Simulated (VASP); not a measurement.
# BaZr (Fd-3m) in VASP: a series of runs

BaZr is run at these levels: PBE; tasks: single point, relaxation of cell and atoms.

Program: VASP 6.6.1. These are calculated values, not measurements. Logs are shortened: lines on timing, memory, paths and dates and some standing lists are left out, and cuts for length are marked.

**1. The cell of the first run**

Symmetry: Fd-3m, No. 227, cubic system. Conventional cell: a = 8.109 Å, b = 8.109 Å, c = 8.109 Å, α = 90.00°, β = 90.00°, γ = 90.00°. Ba (site symmetry -43m) has 4 Ba at 3.51 Å and 10 Zr at 3.51 to 4.05 Å within 4.6 Å. Within 4.6 Å of Zr (site symmetry -43m) lie 10 Ba at 3.51 to 4.05 Å and 4 Zr at 3.51 Å.

The cell was generated, and may not be a known phase.

**2. Single point, PBE**

Contents of INCAR:

```
  PREC = Accurate
  ENCUT = 520
  EDIFF = 1E-6
  ISMEAR = 0
  SIGMA = 0.1
  LREAL = False
  LASPH = True
  NELM = 100
  ALGO = Normal
  ISIF = 2
  LWAVE = False
  LCHARG = False
  GGA = PE
  NBANDS = 30
```

Contents of KPOINTS:

```
regular mesh
0
Gamma
  10 10 10
```

Contents of POSCAR:

```
BaZr
1.0
    0.0000000000      4.0545435661      4.0545435661
    4.0545435661      0.0000000000      4.0545435661
    4.0545435661      4.0545435661      0.0000000000
Ba Zr
2 2
Direct
    0.5000000000      0.5000000000      0.5000000000
    0.7500000000      0.7500000000      0.7500000000
    0.0000000000      0.0000000000      0.0000000000
    0.2500000000      0.2500000000      0.2500000000
```

Potentials or basis: VASP PAW PBE potentials, release 64 (Ba_sv, Zr_sv).

Started as:

```bash
> cat potpaw_PBE.64/Ba_sv/POTCAR potpaw_PBE.64/Zr_sv/POTCAR > POTCAR
> mpirun -np 1 vasp_std > vasp.out
```

OUTCAR:

```text
PREC = Accurate
   ENCUT = 520
   EDIFF = 1E-6
   ISMEAR = 0
   LREAL = False
   LASPH = True
   NELM = 100
   ISIF = 2
   GGA = PE

 ion  position               nearest neighbor table
   1  0.500  0.500  0.500-   4 3.51   4 3.51   4 3.51   2 3.51   2 3.51   2 3.51   4 3.51   2 3.51
                             3 4.05   3 4.05   3 4.05   3 4.05   3 4.05   3 4.05
   2  0.750  0.750  0.750-   1 3.51   1 3.51   1 3.51   3 3.51   3 3.51   3 3.51   3 3.51   1 3.51
                             4 4.05   4 4.05   4 4.05   4 4.05   4 4.05   4 4.05
   3  0.000  0.000  0.000-   2 3.51   2 3.51   2 3.51   4 3.51   4 3.51   4 3.51   4 3.51   2 3.51
                             1 4.05   1 4.05   1 4.05   1 4.05   1 4.05   1 4.05
   4  0.250  0.250  0.250-   3 3.51   3 3.51   3 3.51   1 3.51   1 3.51   1 3.51   3 3.51   1 3.51
                             2 4.05   2 4.05   2 4.05   2 4.05   2 4.05   2 4.05

  LATTYP: Found a face centered cubic cell.
 ALAT       =     8.1090871322

  Lattice vectors:

 A1 = (   0.0000000000,   4.0545435661,   4.0545435661)
 A2 = (   4.0545435661,   0.0000000000,   4.0545435661)
 A3 = (   4.0545435661,   4.0545435661,   0.0000000000)

Analysis of symmetry for initial positions (statically):
=====================================================================
 Subroutine PRICEL returns:
 Original cell was already a primitive cell.

 Routine SETGRP: Setting up the symmetry group for a
 face centered cubic supercell.

 Subroutine GETGRP returns: Found 48 space group operations
 (whereof 24 operations were pure point group operations)
 out of a pool of 48 trial point group operations.

The static configuration has the point symmetry T_d .
 The point group associated with its full space group is O_h .

Analysis of symmetry for dynamics (positions and initial velocities):
=====================================================================
 Subroutine PRICEL returns:
 Original cell was already a primitive cell.

 Routine SETGRP: Setting up the symmetry group for a
 face centered cubic supercell.

 Subroutine GETGRP returns: Found 48 space group operations
 (whereof 24 operations were pure point group operations)
 out of a pool of 48 trial point group operations.

The dynamic configuration has the point symmetry T_d .
 The point group associated with its full space group is O_h .

 Subroutine INISYM returns: Found 48 space group operations
 (whereof 24 operations are pure point group operations),
 and found     1 'primitive' translations

----------------------------------------------------------------------------------------

                                     Primitive cell

  volume of cell :     133.3079

  direct lattice vectors                    reciprocal lattice vectors
     0.000000000  4.054543566  4.054543566    -0.123318443  0.123318443  0.123318443
[... 99 lines left out ...]
   TEBEG  =    0.0;   TEEND  =   0.0 temperature during run
   PSTRESS=    0.0 pullay stress
   NELECT =      44.0000    total number of electrons
   NUPDOWN=      -1.0000    fix difference up-down
   EMIN   =  10.00;   EMAX   =-10.00  energy-range for DOS
   EFERMI =   0.00;   METHOD = LEGACY
   ISMEAR =     0;   SIGMA  =   0.10  broadening in eV -4-tet -1-fermi 0-gaus
   EFERMI_NEDOS =   21; number of points for ismear=-14 and -15
   IALGO  =     38    algorithm
   IMIX   =      4    mixing-type and parameters
     AMIX     =   0.40;   BMIX     =  1.00
     AMIX_MAG =   1.60;   BMIX_MAG =  1.00
  volume/ion in A,a.u.               =      33.33       224.90
  Fermi-wavevector in a.u.,A,eV,Ry     =   1.131376  2.137991 17.415626  1.280012
  Thomas-Fermi vector in A             =   2.268075
   LORBIT       =      0    0 simple, 1 ext, 2 COOP (PROOUT), +10 PAW based schemes
   GGA     = PE    functional components
   LHFCALC =     F    Hartree Fock is set to
   AEXX    =    0.0000 exact exchange contribution
   IVDW    =     0    specifies the selected vdW correction
   LEPSILON=     F    determine dielectric tensor
   LRPA    =     F    only Hartree local field effects (RPA)
 non-spin polarized calculation
 Gauss-broadening in eV      SIGMA  =   0.10
  energy-cutoff  :      520.00
  volume of cell :      133.31
 maximum number of plane-waves:      3647
 NGX is ok and might be reduce to    48
   NGX = 21   NGY = 21   NGZ = 21

 number of electron      44.0000000 magnetization

 Free energy of the ion-electron system (eV)
  ---------------------------------------------------
  ext. energy  EPLUGINS =         0.00000000
  ---------------------------------------------------
  free energy    TOTEN  =       -17.68359143 eV

  energy without entropy =      -17.61596626  energy(sigma->0) =      -17.64977885

 E-fermi :   4.9039     XC(G=0):  -9.6330

 val. band max:        4.9032296111   @ k =  -0.4000   0.1000   0.0000
 cond. band min:       4.9062077563   @ k =  -0.3000   0.5000   0.2000
 fundamental gap:      0.0029781453
 Fermi energy:         4.9039119954

 k-point     1 :       0.0000    0.0000    0.0000
  band No.  band energies     occupation
      1     -44.1779      2.00000
      2     -44.1493      2.00000
      3     -23.1037      2.00000
      4     -22.6777      2.00000
      5     -22.2236      2.00000
      6     -22.2236      2.00000
[... 781 lines left out ...]
     29       7.0346      0.00000
     30       7.5113      0.00000

 [... further k-points ...]

------------------------ aborting loop because EDIFF is reached ----------------------------------------

  FORCE on cell =-STRESS in cart. coord.  units (eV):
  Direction    XX          YY          ZZ          XY          YZ          ZX
  --------------------------------------------------------------------------------------
  -------------------------------------------------------------------------------------
  Total        0.5308465      0.5308465      0.5308465      0.0000000      0.0000000      0.0000000
  in kB        6.3800434      6.3800434      6.3800434      0.0000000      0.0000000      0.0000000
  external PRESSURE =       6.3800434 kB  Pullay stress =       0.0000000 kB

 VOLUME and BASIS-vectors are now :
 -----------------------------------------------------------------------------
  energy-cutoff  :      520.00
  volume of cell :      133.31
      direct lattice vectors                 reciprocal lattice vectors
     0.000000000  4.054543566  4.054543566    -0.123318443  0.123318443  0.123318443
     4.054543566  0.000000000  4.054543566     0.123318443 -0.123318443  0.123318443
     4.054543566  4.054543566  0.000000000     0.123318443  0.123318443 -0.123318443

 POSITION                                       TOTAL-FORCE (eV/Angst)
 -----------------------------------------------------------------------------------
      4.05454      4.05454      4.05454         0.000000     -0.000000      0.000000
      6.08182      6.08182      6.08182         0.000000     -0.000000      0.000000
      0.00000      0.00000      0.00000        -0.000000      0.000000      0.000000
      2.02727      2.02727      2.02727         0.000000     -0.000000     -0.000000
 -----------------------------------------------------------------------------------
    total drift:                               -0.000000     -0.000000     -0.000000

  FREE ENERGIE OF THE ION-ELECTRON SYSTEM (eV)
  ---------------------------------------------------
  free  energy   TOTEN  =       -17.6835914307 eV

  energy  without entropy=      -17.6159662632  energy(sigma->0) =      -17.64977885
```

stdout:

```text
POSCAR found type information on POSCAR BaZr
 POSCAR found :  2 types and       4 ions
 scaLAPACK will be used
 LDA part: xc-table for (Slater+PW92), standard interpolation
 POSCAR, INCAR and KPOINTS ok, starting setup
 FFT: planning ... GRIDC
 FFT: planning ... GRID_SOFT
 FFT: planning ... GRID
 WAVECAR not read
 entering main loop
```

Run time: 3.1 min. Hardware: 1 thread of Intel Xeon Platinum 8488C (Sapphire Rapids), shared host; peak memory 0.42 GiB.

What came out:

```
Free energy            : -17.6836 eV
Pressure               : 0.6 GPa
Band gap on the k mesh : zero (bands 22 and 23 overlap by 0.30 eV)
```

Caveat: spin-orbit coupling is left out, which moves the levels of the heavy elements.

**3. Relaxation of cell and atoms, PBE**

This run uses another cell than the first one, of 31.54 Å³/atom.

Contents of INCAR:

```
SYSTEM = BaZr
PREC = Accurate
ENCUT = 600
EDIFF = 1E-6
ISMEAR = 0
SIGMA = 0.1
LREAL = .False.
LASPH = .True.
NELM = 100
ALGO = Normal
ISIF = 3
LWAVE = .False.
LCHARG = .False.
GGA = PE
IBRION = 2
NSW = 100
EDIFFG = -0.01
```

Contents of KPOINTS:

```
Automatic mesh
0
Gamma
  10 10 10
  0 0 0
```

Contents of POSCAR:

```
BaZr
1.0
    0.0000000000      3.9805758300      3.9805758300
    3.9805758300      0.0000000000      3.9805758300
    3.9805758300      3.9805758300      0.0000000000
Ba Zr
2 2
Direct
    0.5000000000      0.5000000000      0.5000000000
    0.7500000000      0.7500000000      0.7500000000
    0.0000000000      0.0000000000      0.0000000000
    0.2500000000      0.2500000000      0.2500000000
```

Potentials or basis: VASP PAW PBE potentials, release 64 (Ba_sv, Zr_sv).

Started as:

```bash
> cat potpaw_PBE.64/Ba_sv/POTCAR potpaw_PBE.64/Zr_sv/POTCAR > POTCAR
> mpirun -np 1 vasp_std > vasp.out
```

It took 5.3 min on 1 thread of Intel Xeon Platinum 8488C (Sapphire Rapids), shared host; peak memory 0.44 GiB.

Results (log left out):

```
Free energy                           : -17.6870 eV
Relaxed volume                        : 34.02 Å³/atom
Relaxed cell                          : a = 5.773 Å, b = 5.773 Å, c = 5.773 Å, α = 60.00°, β = 60.00°, γ = 60.00°
Space group after relaxing (to 0.1 Å) : Fd-3m (No. 227)
Energy gained by relaxing             : 19.4 meV/atom
Ionic steps                           : 2
Pressure after relaxing               : 0.0 GPa
Band gap on the k mesh                : zero (bands 22 and 23 overlap by 0.29 eV)
```

The path:
```tsv
step	energy change (eV)	largest force (eV/Å)	pressure (GPa)	volume (Å³)
1	0.0000	0.0000	2.70	126.14
2	-0.0776	0.0000	-0.04	136.08
```

Final structure:
```
Ba Zr
1.0
     0.00000    4.08247    4.08247
     4.08247    0.00000    4.08247
     4.08247    4.08247    0.00000
Ba Zr
2 2
Direct
  0.50000 0.50000 0.50000
  0.75000 0.75000 0.75000
  0.00000 0.00000 0.00000
  0.25000 0.25000 0.25000
```

Levels at points of the mesh, in eV from the Fermi level:
| k point | band 20 | band 21 | band 22 | band 23 | band 24 | band 25 |
| --- | --- | --- | --- | --- | --- | --- |
| (0.00, 0.00, 0.00) | 0.02 | 0.02 | 0.02 | 0.37 | 0.37 | 0.37 |
| (0.50, 0.00, 0.00) | -0.49 | -0.18 | -0.06 | -0.06 | 0.22 | 0.22 |
| (0.50, 0.50, 0.00) | -0.74 | -0.14 | -0.14 | 0.15 | 0.15 | 1.35 |

Caveat: spin-orbit coupling is left out, which moves the levels of the heavy elements.

**4. Single point, PBE**

This run uses another cell than the first one, of 31.54 Å³/atom.

Contents of INCAR:

```
SYSTEM = BaZr
PREC     = Accurate       ! precision mode
ENCUT    = 520            ! plane-wave cutoff, eV
EDIFF    = 1E-6           ! SCF threshold, eV
ISMEAR   = 0              ! smearing method
SIGMA    = 0.1            ! smearing width, eV
LREAL    = .False.        ! projectors in reciprocal space
LASPH    = .True.         ! aspherical terms in the spheres
NELM     = 100            ! most SCF steps
ALGO     = Normal         ! electronic algorithm
ISIF     = 2              ! what is computed and relaxed
LWAVE    = .False.        ! write WAVECAR
LCHARG   = .False.        ! write CHGCAR
GGA      = PE             ! functional
NBANDS   = 30             ! bands
```

Contents of KPOINTS:

```
regular mesh
0
Gamma
  4 4 4
  0 0 0
```

POSCAR is that of step 3.

Potentials or basis: VASP PAW PBE potentials, release 64 (Ba_sv, Zr_sv).

Started as:

```bash
> cat potpaw_PBE.64/Ba_sv/POTCAR potpaw_PBE.64/Zr_sv/POTCAR > POTCAR
> mpirun -np 1 vasp_std > vasp.out
```

OUTCAR:

```text
SYSTEM = BaZr
   PREC = Accurate
   ENCUT = 520
   EDIFF = 1E-6
   ISMEAR = 0
   LREAL = .False.
   LASPH = .True.
   NELM = 100
   ISIF = 2
   GGA = PE

 ion  position               nearest neighbor table
   1  0.500  0.500  0.500-   2 3.45   4 3.45   4 3.45   4 3.45   4 3.45   2 3.45   2 3.45   2 3.45
                             3 3.98   3 3.98   3 3.98   3 3.98   3 3.98   3 3.98
   2  0.750  0.750  0.750-   1 3.45   3 3.45   1 3.45   1 3.45   1 3.45   3 3.45   3 3.45   3 3.45
                             4 3.98   4 3.98   4 3.98   4 3.98   4 3.98   4 3.98
   3  0.000  0.000  0.000-   2 3.45   4 3.45   2 3.45   2 3.45   2 3.45   4 3.45   4 3.45   4 3.45
                             1 3.98   1 3.98   1 3.98   1 3.98   1 3.98   1 3.98
   4  0.250  0.250  0.250-   1 3.45   3 3.45   3 3.45   3 3.45   3 3.45   1 3.45   1 3.45   1 3.45
[... 452 lines left out ...]
  Total        2.0833547      2.0833547      2.0833547      0.0000000     -0.0000000      0.0000000
  in kB       26.4609909     26.4609909     26.4609909      0.0000000     -0.0000000      0.0000000
  external PRESSURE =      26.4609909 kB  Pullay stress =       0.0000000 kB

 VOLUME and BASIS-vectors are now :
 -----------------------------------------------------------------------------
  energy-cutoff  :      520.00
  volume of cell :      126.14
      direct lattice vectors                 reciprocal lattice vectors
     0.000000000  3.980575830  3.980575830    -0.125609967  0.125609967  0.125609967
     3.980575830  0.000000000  3.980575830     0.125609967 -0.125609967  0.125609967
     3.980575830  3.980575830  0.000000000     0.125609967  0.125609967 -0.125609967

 POSITION                                       TOTAL-FORCE (eV/Angst)
 -----------------------------------------------------------------------------------
      3.98058      3.98058      3.98058         0.000000      0.000000      0.000000
      5.97086      5.97086      5.97086        -0.000000      0.000000     -0.000000
      0.00000      0.00000      0.00000        -0.000000      0.000000     -0.000000
      1.99029      1.99029      1.99029         0.000000     -0.000000      0.000000
 -----------------------------------------------------------------------------------
    total drift:                               -0.000000     -0.000000      0.000000

  FREE ENERGIE OF THE ION-ELECTRON SYSTEM (eV)
  ---------------------------------------------------
  free  energy   TOTEN  =       -17.5583663889 eV

  energy  without entropy=      -17.4809909295  energy(sigma->0) =      -17.51967866
```

OSZICAR:

```text
N       E                     dE             d eps       ncg     rms          rms(c)
DAV:   1     0.383471930758E+03    0.38347E+03   -0.21752E+04   480   0.137E+03
DAV:   2     0.117549070723E+02   -0.37172E+03   -0.36341E+03   614   0.346E+02
DAV:   3    -0.183166421851E+02   -0.30072E+02   -0.28947E+02   784   0.782E+01
DAV:   4    -0.198974219819E+02   -0.15808E+01   -0.15651E+01   686   0.158E+01
DAV:   5    -0.199582922545E+02   -0.60870E-01   -0.60797E-01   698   0.252E+00    0.133E+01
DAV:   6    -0.178419362532E+02    0.21164E+01   -0.22243E+01   594   0.122E+01    0.430E+00
DAV:   7    -0.175930399829E+02    0.24890E+00   -0.22054E+00   658   0.484E+00    0.337E+00
DAV:   8    -0.175772123769E+02    0.15828E-01   -0.68290E-01   722   0.310E+00    0.681E-01
DAV:   9    -0.175590401744E+02    0.18172E-01   -0.19329E-01   560   0.135E+00    0.427E-01
DAV:  10    -0.175584159001E+02    0.62427E-03   -0.14658E-02   588   0.557E-01    0.100E-01
DAV:  11    -0.175583733997E+02    0.42500E-04   -0.60459E-04   636   0.130E-01    0.312E-02
DAV:  12    -0.175583690042E+02    0.43954E-05   -0.11773E-04   640   0.415E-02    0.115E-02
DAV:  13    -0.175583664415E+02    0.25627E-05   -0.19019E-05   576   0.166E-02    0.294E-03
DAV:  14    -0.175583663889E+02    0.52586E-07   -0.81671E-07   358   0.414E-03
   1 F= -.17558366E+02 E0= -.17519679E+02  d E =-.773755E-01
```

Run time: 39 s. Hardware: 1 thread of Intel Xeon Platinum 8488C (Sapphire Rapids), shared host; peak memory 0.26 GiB.

Results:

```
Free energy            : -17.5584 eV
Pressure               : 2.6 GPa
Band gap on the k mesh : zero (bands 22 and 23 overlap by 0.25 eV)
```

Caveat: spin-orbit coupling is left out, which moves the levels of the heavy elements.

**5. Overview**

| task | cell | k mesh | cutoff (eV) | gap on the mesh (eV) | pressure (GPa) |
| --- | --- | --- | --- | --- | --- |
| single point | a = 5.734 Å, angles 60.0°, 4 atoms | 10 × 10 × 10 | 520 | none | 0.6 |
| relaxation of cell and atoms | relaxed from a = 5.629 Å, angles 60.0°, 4 atoms | 10 × 10 × 10 | 600 | none | 0.0 |
| single point | a = 5.629 Å, angles 60.0°, 4 atoms | 4 × 4 × 4 | 520 | none | 2.6 |

Alike in all rows: level PBE; potentials or basis VASP PAW PBE potentials, release 64 (Ba_sv, Zr_sv); no spin polarisation; smearing gaussian 0.1 eV.

Caveats: spin-orbit coupling is left out, which moves the levels of the heavy elements.

Total energies depend on the potentials used, so only differences within one code and one set of settings carry meaning.

The gap in the log of VASP goes by the Fermi energy; the results here count the filled bands.